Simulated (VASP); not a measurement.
# Cr (P6_3/mmc) in VASP: notebook, part 2 of 2

VASP 6.6.1. Earlier steps stand in the parts before.

## 3. Single point, PBE, collinear spin, antiferromagnetic start (volume scaled by 0.96)

Contents of INCAR:

```
ALGO = Normal ; EDIFF = 1E-6
ENCUT = 520 ; GGA = PE
ISIF = 2 ; ISMEAR = -1
ISPIN = 2 ; LASPH = True
LCHARG = False ; LMAXMIX = 4
LORBIT = 11 ; LREAL = False
LWAVE = False ; MAGMOM = 1.5 -1.5
NBANDS = 23 ; NELM = 150
PREC = Accurate ; SIGMA = 0.05
```

Contents of KPOINTS:

```
k-points
0
Gamma
  16 16 8
```

Contents of POSCAR:

```
Cr
1.0
    2.4521454923      0.0000000000      0.0000000000
   -1.2260727462      2.1236202901      0.0000000000
    0.0000000000      0.0000000000      4.3937835030
Cr
2
Direct
    0.3333333333      0.6666666667      0.2500000000
    0.6666666667      0.3333333333      0.7500000000
```

Potentials or basis: VASP PAW PBE potentials, release 64 (Cr_pv).

Command:

```console
> cat potpaw_PBE.64/Cr_pv/POTCAR > POTCAR
> mpirun -np 1 vasp_std > vasp.out
```

Run time: 1.8 min. Hardware: 1 thread of AMD EPYC 7R13 (Zen 3), shared host; peak memory 0.19 GiB.

The run converged. Its results:

| Item | Value |
| --- | --- |
| Free energy | -18.2067 eV |
| Pressure | 10.0 GPa |
| Band gap on the k mesh | zero (filled and empty bands overlap) |
| Net moment | 0.00 μB per cell |
| Valence electrons inside the program's atomic spheres | Cr 11.11 |

Stress tensor (GPa, compression positive):
```
10.50  0.00  0.00
 0.00 10.50  0.00
 0.00  0.00  9.09
```

Levels at points of the mesh, in eV from the Fermi level:
Spin up:
```
           k point  band 9  band 10  band 11  band 12  band 13  band 14  band 15  band 16
(0.00, 0.00, 0.00)   -1.30    -0.38    -0.38    -0.22    -0.03    -0.03     1.13     1.13
(0.50, 0.00, 0.00)   -3.58    -1.00    -0.57    -0.30    -0.16     2.41     2.98     3.10
(0.00, 0.00, 0.50)   -1.70    -1.70    -0.35    -0.35    -0.35    -0.35     1.89     1.89
(0.50, 0.00, 0.50)   -2.61    -2.61     0.98     0.98     1.37     1.37     3.05     3.05
```
Spin down:
```csv
k point,band 9,band 10,band 11,band 12,band 13,band 14,band 15,band 16
"(0.00, 0.00, 0.00)",-1.30,-0.38,-0.38,-0.22,-0.03,-0.03,1.13,1.13
"(0.50, 0.00, 0.00)",-3.58,-1.00,-0.57,-0.30,-0.16,2.41,2.98,3.10
"(0.00, 0.00, 0.50)",-1.70,-1.70,-0.35,-0.35,-0.35,-0.35,1.89,1.89
"(0.50, 0.00, 0.50)",-2.61,-2.61,0.98,0.98,1.37,1.37,3.05,3.05
```

Caveat: the cell differs from its parent crystal (volume scaled by 0.96); the starting moments collapsed, and a magnetic state may lie lower.

## 4. Single point, PBE, collinear spin, antiferromagnetic start

This run uses another cell than the first one, of 11.92 Å³/atom, 1.087 times its volume.

Contents of INCAR:

```
SYSTEM = Cr
  ALGO = Normal
  EDIFF = 1E-6
  ENCUT = 520
  GGA = PE
  ISIF = 2
  ISMEAR = -1
  ISPIN = 2
  LASPH = .TRUE.
  LCHARG = .TRUE.
  LELF = .TRUE.
  LMAXMIX = 4
  LORBIT = 11
  LREAL = .FALSE.
  LVHAR = .TRUE.
  LWAVE = .FALSE.
  MAGMOM = 1.5 -1.5
  NBANDS = 23
  NELM = 150
  PREC = Accurate
  SIGMA = 0.05
```

Contents of KPOINTS:

```
k-points
0
G
  16 16 8
  0 0 0
```

Contents of POSCAR:

```
Cr
1.0
    2.4857407012      0.0000000000      0.0000000000
   -1.2428703506      2.1527145944      0.0000000000
    0.0000000000      0.0000000000      4.4539797983
Cr
2
Direct
    0.3333333333      0.6666666667      0.2500000000
    0.6666666667      0.3333333333      0.7500000000
```

Command:

```console
> cat potpaw_PBE.64/Cr_pv/POTCAR > POTCAR
> mpirun -np 1 vasp_std > vasp.out
```

Run time: 2 min. Hardware: 1 thread of AMD EPYC 7R13 (Zen 3), shared host; peak memory 0.19 GiB.

It converged, with:

```
Free energy                                           : -18.2348 eV
Pressure                                              : -0.4 GPa
Band gap on the k mesh                                : zero (filled and empty bands overlap)
Net moment                                            : 0.00 μB per cell
Valence electrons inside the program's atomic spheres : Cr 11.02
```

Stress tensor (GPa, compression positive):
```
-0.36  0.00  0.00
 0.00 -0.36  0.00
 0.00  0.00 -0.46
```

Levels at points of the mesh, in eV from the Fermi level:
Spin up:
```tsv
k point	band 10	band 11	band 12	band 13	band 14	band 15
(0.00, 0.00, 0.00)	-0.35	-0.35	-0.26	-0.02	-0.02	1.07
(0.50, 0.00, 0.00)	-0.94	-0.58	-0.29	-0.14	2.28	2.82
(0.00, 0.00, 0.50)	-1.61	-0.32	-0.32	-0.32	-0.32	1.79
(0.50, 0.00, 0.50)	-2.46	0.94	0.94	1.28	1.28	2.88
```
Spin down:
```csv
k point,band 8,band 9,band 10,band 11,band 12,band 13,band 14,band 15,band 16,band 17
"(0.00, 0.00, 0.00)",-4.06,-1.22,-0.35,-0.35,-0.26,-0.02,-0.02,1.07,1.07,2.18
"(0.50, 0.00, 0.00)",-3.45,-3.38,-0.94,-0.58,-0.29,-0.14,2.28,2.82,2.94,4.08
"(0.00, 0.00, 0.50)",-5.63,-1.61,-1.61,-0.32,-0.32,-0.32,-0.32,1.79,1.79,1.79
"(0.50, 0.00, 0.50)",-3.90,-2.46,-2.46,0.94,0.94,1.28,1.28,2.88,2.88,3.44
```

Caveat: the starting moments collapsed, and a magnetic state may lie lower.

## 5. Single point, PBE, collinear spin, ferromagnetic start (volume scaled by 1.08)

Contents of INCAR:

```
SYSTEM = Cr
ALGO = Normal
EDIFF = 1E-6
ENCUT = 500
GGA = PE
GGA_COMPAT = .FALSE.
ISIF = 2
ISMEAR = -1
ISPIN = 2
LASPH = .TRUE.
LCHARG = .TRUE.
LELF = .TRUE.
LMAXMIX = 4
LORBIT = 11
LREAL = .FALSE.
LVHAR = .TRUE.
LWAVE = .FALSE.
MAGMOM = 1.5 1.5
NBANDS = 23
NELM = 200
PREC = Accurate
SIGMA = 0.05
```

KPOINTS is that of step 4.

Contents of POSCAR:

```
Cr
1.0
    2.5503316272      0.0000000000      0.0000000000
   -1.2751658136      2.2086519773      0.0000000000
    0.0000000000      0.0000000000      4.5697218908
Cr
2
Direct
    0.3333333333      0.6666666667      0.2500000000
    0.6666666667      0.3333333333      0.7500000000
```

Command:

```console
> cat potpaw_PBE.64/Cr_pv/POTCAR > POTCAR
> mpirun -np 1 vasp_std > vasp.out
```

Run time: 63 s. Hardware: 1 thread of Intel Xeon 6975P-C (Granite Rapids), shared host; peak memory 0.23 GiB.

It converged, with:

```yaml
Free_energy: -18.1330 eV
Pressure: -15.8 GPa
Band_gap_on_the_k_mesh: zero (filled and empty bands overlap)
Net_moment: 0.00 μB per cell
Valence_electrons_inside_the_program's_atomic_spheres: Cr 10.87
```

Stress tensor (GPa, compression positive):
```
-16.45   0.00   0.00
  0.00 -16.45   0.00
  0.00   0.00 -14.52
```

Levels at points of the mesh, in eV from the Fermi level:
Spin up:
```
           k point  band 10  band 11  band 12  band 13  band 14  band 15
(0.00, 0.00, 0.00)    -0.32    -0.30    -0.30    -0.01    -0.01     0.97
(0.50, 0.00, 0.00)    -0.84    -0.60    -0.28    -0.10     2.04     2.53
(0.00, 0.00, 0.50)    -1.46    -0.27    -0.27    -0.27    -0.27     1.61
(0.50, 0.00, 0.50)    -2.20     0.86     0.86     1.14     1.14     2.59
```
Spin down:
| k point | band 8 | band 9 | band 10 | band 11 | band 12 | band 13 | band 14 | band 15 | band 16 | band 17 |
| --- | --- | --- | --- | --- | --- | --- | --- | --- | --- | --- |
| (0.00, 0.00, 0.00) | -3.79 | -1.09 | -0.32 | -0.29 | -0.29 | 0.00 | 0.00 | 0.97 | 0.97 | 1.96 |
| (0.50, 0.00, 0.00) | -3.19 | -3.02 | -0.84 | -0.60 | -0.28 | -0.10 | 2.05 | 2.53 | 2.64 | 3.68 |
| (0.00, 0.00, 0.50) | -5.45 | -1.46 | -1.46 | -0.27 | -0.27 | -0.27 | -0.27 | 1.61 | 1.61 | 1.61 |
| (0.50, 0.00, 0.50) | -3.55 | -2.20 | -2.20 | 0.86 | 0.86 | 1.14 | 1.14 | 2.59 | 2.59 | 3.10 |

Caveat: the cell differs from its parent crystal (volume scaled by 1.08); the starting moments collapsed, and a magnetic state may lie lower.

## 6. Single point, PBE, collinear spin, ferromagnetic start (volume scaled by 1.12)

Contents of INCAR:

```
PREC = Accurate ; ENCUT = 500
EDIFF = 1E-6 ; ISMEAR = -1
SIGMA = 0.05 ; LREAL = F
LASPH = T ; NELM = 200
ALGO = Normal ; ISIF = 2
LWAVE = F ; LCHARG = F
ISPIN = 2 ; MAGMOM = 1.5 1.5
LORBIT = 11 ; LMAXMIX = 4
GGA = PE ; NBANDS = 23
GGA_COMPAT = F
```

Contents of KPOINTS:

```
regular mesh
0
Gamma
  16 16 8
```

Contents of POSCAR:

```
Cr
1.0
    2.5814362980      0.0000000000      0.0000000000
   -1.2907181490      2.2355894123      0.0000000000
    0.0000000000      0.0000000000      4.6254556993
Cr
2
Direct
    0.3333333333      0.6666666667      0.2500000000
    0.6666666667      0.3333333333      0.7500000000
```

Potentials or basis: VASP PAW PBE potentials, release 64 (Cr_pv).

Command:

```console
> cat potpaw_PBE.64/Cr_pv/POTCAR > POTCAR
> mpirun -np 1 vasp_std > vasp.out
```

Run time: 69 s. Hardware: 1 thread of Intel Xeon 6975P-C (Granite Rapids), shared host; peak memory 0.23 GiB.

Results (log left out):

```yaml
Free_energy: -18.0228 eV
Pressure: -21.4 GPa
Band_gap_on_the_k_mesh: zero (filled and empty bands overlap)
Net_moment: 0.00 μB per cell
Valence_electrons_inside_the_program's_atomic_spheres: Cr 10.81
```

Stress tensor (GPa, compression positive):
```
-22.28   0.00   0.00
  0.00 -22.28   0.00
  0.00   0.00 -19.60
```

Levels at points of the mesh, in eV from the Fermi level:
Spin up:
| k point | band 9 | band 10 | band 11 | band 12 | band 13 | band 14 | band 15 | band 16 |
| --- | --- | --- | --- | --- | --- | --- | --- | --- |
| (0.00, 0.00, 0.00) | -1.04 | -0.33 | -0.27 | -0.27 | 0.00 | 0.00 | 0.93 | 0.93 |
| (0.50, 0.00, 0.00) | -2.87 | -0.79 | -0.60 | -0.27 | -0.09 | 1.94 | 2.41 | 2.51 |
| (0.00, 0.00, 0.50) | -1.39 | -1.39 | -0.25 | -0.25 | -0.25 | -0.25 | 1.53 | 1.53 |
| (0.50, 0.00, 0.50) | -2.09 | -2.09 | 0.82 | 0.82 | 1.08 | 1.08 | 2.47 | 2.47 |
Spin down:
```tsv
k point	band 10	band 11	band 12	band 13	band 14	band 15
(0.00, 0.00, 0.00)	-0.33	-0.27	-0.27	0.00	0.00	0.93
(0.50, 0.00, 0.00)	-0.79	-0.60	-0.27	-0.09	1.94	2.41
(0.00, 0.00, 0.50)	-1.39	-0.25	-0.25	-0.25	-0.25	1.53
(0.50, 0.00, 0.50)	-2.09	0.82	0.82	1.08	1.08	2.47
```

Caveat: the cell differs from its parent crystal (volume scaled by 1.12); the starting moments collapsed, and a magnetic state may lie lower.
